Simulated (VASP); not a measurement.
Input of a VASP 6.6.1 run:

INCAR

```
ALGO = Normal
EDIFF = 1E-7
ENCUT = 520
GGA = PS
ISIF = 2
ISMEAR = 1
IVDW = 12
LASPH = True
LCHARG = True
LELF = True
LREAL = False
LVHAR = True
LWAVE = False
NBANDS = 18
NELM = 100
PREC = Accurate
SIGMA = 0.1
```

File KPOINTS:

```
k-points
0
Gamma
  12 12 6
```

Contents of POSCAR:

```
Ta
1.0
    2.8314636846      0.0000000000      0.0000000000
   -1.4157318423      2.4521194808      0.0000000000
    0.0000000000      0.0000000000      5.0447959949
Ta
2
Direct
    0.6666666667      0.3333333333      0.7500000000
    0.3333333333      0.6666666667      0.2500000000
```

Potentials or basis: VASP PAW PBE potentials, release 64 (Ta_pv).

Command:

```console
$ cat potpaw_PBE.64/Ta_pv/POTCAR > POTCAR
$ mpirun -np 1 vasp_std > vasp.out
```

(1) Predict the band gap on the k mesh.

(2) Predict the pressure.

(3) Estimate the dispersion energy per atom.

Results:

(1) zero (bands 11 and 12 overlap by 2.58 eV).

(2) 0.2 GPa.

(3) -0.749 eV.

Caveat: the PAW data sets were made with another functional, which shifts forces and pressure a little; spin-orbit coupling is left out, which moves the levels of the heavy elements.
